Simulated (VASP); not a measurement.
# Li (a cell with a defect) in VASP: single point with LDA

Aim: the single point of Li (a cell with a defect) with LDA.

Program: VASP 6.6.1. These are calculated values, not measurements. Logs are shortened: lines on timing, memory, paths and dates and some standing lists are left out, and cuts for length are marked.

### 1 The cell of the first run

The cell holds a defect, 17 atoms: a = 6.980 Å, b = 6.980 Å, c = 6.980 Å, α = 90.00°, β = 90.00°, γ = 90.00°.

### 2 Single point, LDA

File INCAR:

```
ALGO = Normal
EDIFF = 1E-6
ENCUT = 520
ISIF = 2
ISMEAR = 0
LASPH = True
LCHARG = True
LELF = True
LREAL = Auto
LVHAR = True
LWAVE = False
NBANDS = 40
NELM = 80
PREC = Accurate
SIGMA = 0.15
```

File KPOINTS:

```
k-points
0
Gamma
  3 3 3
```

File POSCAR:

```
Li
1.0
    6.9800000000      0.0000000000      0.0000000000
    0.0000000000      6.9800000000      0.0000000000
    0.0000000000      0.0000000000      6.9800000000
Li
17
Direct
    0.0199812321     -0.0809866762     -0.0848876791
    0.5274325215      0.0063412607      0.0068912607
    0.0127716332      0.5059753582     -0.0015557307
    0.0143348138     -0.0014404011      0.5054358166
    0.2638270774      0.2442190544      0.2434719198
    0.5199295129      0.4920634670      0.0099600287
    0.5154531519      0.0057478510      0.4940239255
    0.7037108883      0.3451070201      0.3500707736
    0.0284697708      0.5145886819      0.5140110315
    0.2519030086      0.7693512894      0.2352746418
    0.2554262178      0.2394110315      0.7672320917
    0.4411230659      0.5193032951      0.5129901146
    0.7594697708      0.7502098854      0.2543977077
    0.7578206304      0.2542959885      0.7497545845
    0.3030193410      0.7551045845      0.7605914040
    0.7360869628      0.7232882521      0.7237902579
   -0.1117657593      0.1436452722      0.1425075931
```

Potentials or basis: VASP PAW LDA potentials, release 64 (Li_sv).

Started as:

```console
$ cat potpaw_LDA.64/Li_sv/POTCAR > POTCAR
$ mpirun -np 1 vasp_std > vasp.out
```

OUTCAR:

```text
EDIFF = 1E-6
   ENCUT = 520
   ISIF = 2
   ISMEAR = 0
   LASPH = True
   LREAL = Auto
   NELM = 80
   PREC = Accurate

 ion  position               nearest neighbor table
   1  0.020  0.919  0.915-  17 2.41  15 2.52
   2  0.527  0.006  0.007-
   3  0.013  0.506  0.998-
   4  0.014  0.999  0.505-
   5  0.264  0.244  0.243-
   6  0.520  0.492  0.010-
   7  0.515  0.006  0.494-
   8  0.704  0.345  0.350-  17 2.39  12 2.48
   9  0.028  0.515  0.514-
  10  0.252  0.769  0.235-
  11  0.255  0.239  0.767-
  12  0.441  0.519  0.513-   8 2.48  15 2.57
  13  0.759  0.750  0.254-
  14  0.758  0.254  0.750-
  15  0.303  0.755  0.761-   1 2.52  12 2.57
  16  0.736  0.723  0.724-
  17  0.888  0.144  0.143-   8 2.39   1 2.41

  LATTYP: Found a simple cubic cell.
 ALAT       =     6.9800000000

  Lattice vectors:

 A1 = (   6.9800000000,   0.0000000000,   0.0000000000)
 A2 = (   0.0000000000,   6.9800000000,   0.0000000000)
 A3 = (   0.0000000000,   0.0000000000,   6.9800000000)

Analysis of symmetry for initial positions (statically):
=====================================================================
 Subroutine PRICEL returns:
 Original cell was already a primitive cell.

 Routine SETGRP: Setting up the symmetry group for a
 simple cubic supercell.

 Subroutine GETGRP returns: Found  1 space group operations
 (whereof  1 operations were pure point group operations)
 out of a pool of 48 trial point group operations.

The static configuration has the point symmetry C_1 .

Analysis of symmetry for dynamics (positions and initial velocities):
=====================================================================
 Subroutine PRICEL returns:
 Original cell was already a primitive cell.

 Routine SETGRP: Setting up the symmetry group for a
 simple cubic supercell.

 Subroutine GETGRP returns: Found  1 space group operations
 (whereof  1 operations were pure point group operations)
 out of a pool of 48 trial point group operations.

The dynamic configuration has the point symmetry C_1 .

 Subroutine INISYM returns: Found  1 space group operations
 (whereof  1 operations are pure point group operations),
 and found     1 'primitive' translations

----------------------------------------------------------------------------------------

[... 114 lines left out ...]
   NSW    =      0    number of steps for IOM
   IBRION =     -1    ionic relax: 0-MD 1-quasi-New 2-CG
   NFREE  =      0    steps in history (QN), initial steepest desc. (CG)
   ISIF   =      2    stress and relaxation
   ISYM   =      2    0-nonsym 1-usesym 2-fastsym
   POTIM  = 0.5000    time-step for ionic-motion
   TEBEG  =    0.0;   TEEND  =   0.0 temperature during run
   PSTRESS=    0.0 pullay stress
   NELECT =      51.0000    total number of electrons
   NUPDOWN=      -1.0000    fix difference up-down
   EMIN   =  10.00;   EMAX   =-10.00  energy-range for DOS
   EFERMI =   0.00;   METHOD = LEGACY
   ISMEAR =     0;   SIGMA  =   0.15  broadening in eV -4-tet -1-fermi 0-gaus
   EFERMI_NEDOS =   21; number of points for ismear=-14 and -15
   IALGO  =     38    algorithm
   IMIX   =      4    mixing-type and parameters
     AMIX     =   0.40;   BMIX     =  1.00
     AMIX_MAG =   1.60;   BMIX_MAG =  1.00
  volume/ion in A,a.u.               =      20.00       134.99
  Fermi-wavevector in a.u.,A,eV,Ry     =   0.869780  1.643646 10.293044  0.756517
  Thomas-Fermi vector in A             =   1.988651
   LORBIT       =      0    0 simple, 1 ext, 2 COOP (PROOUT), +10 PAW based schemes
   GGA     = CA    functional components
   LHFCALC =     F    Hartree Fock is set to
   AEXX    =    0.0000 exact exchange contribution
   IVDW    =     0    specifies the selected vdW correction
   LEPSILON=     F    determine dielectric tensor
   LRPA    =     F    only Hartree local field effects (RPA)
 non-spin polarized calculation
 Gauss-broadening in eV      SIGMA  =   0.15
  energy-cutoff  :      520.00
  volume of cell :      340.07
 maximum number of plane-waves:      9180
 NGX is ok and might be reduce to    54
   NGX = 25   NGY = 25   NGZ = 25

 number of electron      51.0000002 magnetization

 Free energy of the ion-electron system (eV)
  ---------------------------------------------------
  ext. energy  EPLUGINS =         0.00000000
  ---------------------------------------------------
  free energy    TOTEN  =       -34.16386960 eV

  energy without entropy =      -34.07955525  energy(sigma->0) =      -34.12171243

 E-fermi :   0.5725     XC(G=0):  -7.1723

 val. band max:        0.5547785569   @ k =   0.0000   0.3333   0.3333
 cond. band min:       0.5819915031   @ k =   0.0000   0.0000   0.0000
 fundamental gap:      0.0272129462
 Fermi energy:         0.5725401921

 k-point     1 :       0.0000    0.0000    0.0000
  band No.  band energies     occupation
      1     -45.1263      2.00000
      2     -45.0755      2.00000
      3     -45.0549      2.00000
      4     -45.0489      2.00000
      5     -45.0415      2.00000
      6     -45.0341      2.00000
[... 549 lines left out ...]
     36       3.5521      0.00000
     37       3.9692      0.00000
 [bands above 37 left out]

------------------------ aborting loop because EDIFF is reached ----------------------------------------

  FORCE on cell =-STRESS in cart. coord.  units (eV):
  Direction    XX          YY          ZZ          XY          YZ          ZX
  --------------------------------------------------------------------------------------
  -------------------------------------------------------------------------------------
  Total       -1.2715652     -1.6744122     -1.5456454     -0.5684140      0.7403087     -0.5856442
  in kB       -5.9907742     -7.8887225     -7.2820589     -2.6779906      3.4878452     -2.7591679
  external PRESSURE =      -7.0538519 kB  Pullay stress =       0.0000000 kB

 VOLUME and BASIS-vectors are now :
 -----------------------------------------------------------------------------
  energy-cutoff  :      520.00
  volume of cell :      340.07
      direct lattice vectors                 reciprocal lattice vectors
     6.980000000  0.000000000  0.000000000     0.143266476  0.000000000  0.000000000
     0.000000000  6.980000000  0.000000000     0.000000000  0.143266476  0.000000000
     0.000000000  0.000000000  6.980000000     0.000000000  0.000000000  0.143266476

 POSITION                                       TOTAL-FORCE (eV/Angst)
 -----------------------------------------------------------------------------------
      0.13947      6.41471      6.38748        -0.012945      0.001759      0.000648
      3.68148      0.04426      0.04810         0.000856     -0.000423     -0.000750
      0.08915      3.53171      6.96914         0.001438     -0.001095     -0.000388
      0.10006      6.96995      3.52794         0.000254     -0.001325      0.003744
      1.84151      1.70465      1.69943         0.006112     -0.001482     -0.001246
      3.62911      3.43460      0.06952        -0.008663      0.007328     -0.004555
[... 9 lines left out ...]
      5.13789      5.04855      5.05206         0.002677     -0.002464     -0.001675
      6.19988      1.00264      0.99470         0.015648      0.005059      0.005640
 -----------------------------------------------------------------------------------
    total drift:                                0.000825     -0.003325      0.005230

  FREE ENERGIE OF THE ION-ELECTRON SYSTEM (eV)
  ---------------------------------------------------
  free  energy   TOTEN  =       -34.1638696014 eV

  energy  without entropy=      -34.0795552549  energy(sigma->0) =      -34.12171243
```

OSZICAR:

```text
N       E                     dE             d eps       ncg     rms          rms(c)
DAV:   1     0.296619502731E+03    0.29662E+03   -0.22511E+04  1128   0.125E+03
DAV:   2     0.461304549136E+02   -0.25049E+03   -0.23585E+03  1152   0.341E+02
DAV:   3    -0.183254951380E+02   -0.64456E+02   -0.62571E+02  2088   0.824E+01
DAV:   4    -0.317773362544E+02   -0.13452E+02   -0.13281E+02  1912   0.642E+01
DAV:   5    -0.342326629510E+02   -0.24553E+01   -0.24545E+01  2096   0.176E+01    0.151E+00
DAV:   6    -0.341801819555E+02    0.52481E-01   -0.56134E-01  1712   0.411E+00    0.757E-01
DAV:   7    -0.341621247079E+02    0.18057E-01   -0.11748E-01  1832   0.119E+00    0.180E-01
DAV:   8    -0.341637294186E+02   -0.16047E-02   -0.24475E-02  1800   0.626E-01    0.144E-01
DAV:   9    -0.341638407582E+02   -0.11134E-03   -0.21382E-03  1800   0.192E-01    0.865E-02
DAV:  10    -0.341638635349E+02   -0.22777E-04   -0.29928E-04  1824   0.992E-02    0.147E-02
DAV:  11    -0.341638696239E+02   -0.60890E-05   -0.13989E-04  1800   0.581E-02    0.102E-02
DAV:  12    -0.341638697579E+02   -0.13399E-06   -0.10953E-05  1776   0.187E-02    0.737E-03
DAV:  13    -0.341638696014E+02    0.15647E-06   -0.61617E-06  1448   0.126E-02
   1 F= -.34163870E+02 E0= -.34121712E+02  d E =-.843143E-01
```

It took 9.7 min on 1 thread of Oxide Virtual Turin-like, shared host; peak memory 0.3 GiB.

What came out:

```yaml
Free_energy: -34.1639 eV
Largest_force: 0.018 eV/Å
Band_gap_on_the_k_mesh: zero (an odd number of electrons rules out a gap without spin polarisation)
```

Forces on the atoms (eV/Å):
```
Li  -0.013  0.002  0.001
Li   0.001  0.000 -0.001
Li   0.001 -0.001  0.000
Li   0.000 -0.001  0.004
Li   0.006 -0.001 -0.001
Li  -0.009  0.007 -0.005
Li   0.003  0.000  0.001
Li  -0.013 -0.009 -0.010
Li  -0.003  0.000  0.000
Li   0.005  0.000  0.006
Li   0.002 -0.002  0.003
Li   0.004  0.008 -0.003
Li  -0.002 -0.004  0.001
Li  -0.001  0.002  0.000
Li   0.000 -0.002  0.000
Li   0.003 -0.002 -0.002
Li   0.016  0.005  0.006
```

Levels at points of the mesh, in eV from the Fermi level:
| k point | band 22 | band 23 | band 24 | band 25 | band 26 | band 27 | band 28 | band 29 |
| --- | --- | --- | --- | --- | --- | --- | --- | --- |
| (0.00, 0.00, 0.00) | -1.13 | -1.13 | -1.12 | 0.01 | 0.05 | 0.33 | 0.35 | 0.38 |

Caveat: the cutoff is under 1.25 times the usual one of these potentials, so pressure, stress and relaxed cells hold a basis-set (Pulay) error.

The gap in the log of VASP goes by the Fermi energy; the results here count the filled bands.